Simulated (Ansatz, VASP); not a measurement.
# Al8N in VASP and in Ansatz

```
CELL_PARAMETERS angstrom
2.85432 0.00000 0.00000
-1.42716 2.47192 0.00000
0.00000 0.00000 33.47606
ATOMIC_POSITIONS crystal
Al 0.33333 0.66667 0.11949
Al 0.00000 0.00000 0.18956
Al 0.66667 0.33333 0.25964
Al 0.00000 0.00000 0.32971
Al 0.33333 0.66667 0.39922
Al 0.00000 0.00000 0.46965
Al 0.66667 0.33333 0.54010
Al 0.00000 0.00000 0.61166
N 0.77778 0.22222 0.68545
```

Alike in both runs: task single point; functional PBE; k mesh 9 × 9 × 1; occupations gaussian, width 0.1 eV; no spin polarisation.

```csv
,VASP,Ansatz
version,VASP 6.6.1,Ansatz 0.2.0
potentials or method,"VASP PAW PBE potentials, release 64 (Al, N), cutoff 520 eV","scalar-relativistic, plane waves, PAW"
valence electrons in the cell,29,29
```

|  | VASP | Ansatz | Ansatz less VASP |
| --- | --- | --- | --- |
| gap on the k mesh at the Fermi level (eV) | none | none | - |
| rms of the force components (eV/Å) | 0.541 | 0.541 | +0.0007 |

Atom by atom the forces differ by 0.001 eV/Å (rms over components). A gap of «none» marks a metal or a gap that the smearing closes. The functional is the same, so the differences come from potentials, cutoffs and numerics.
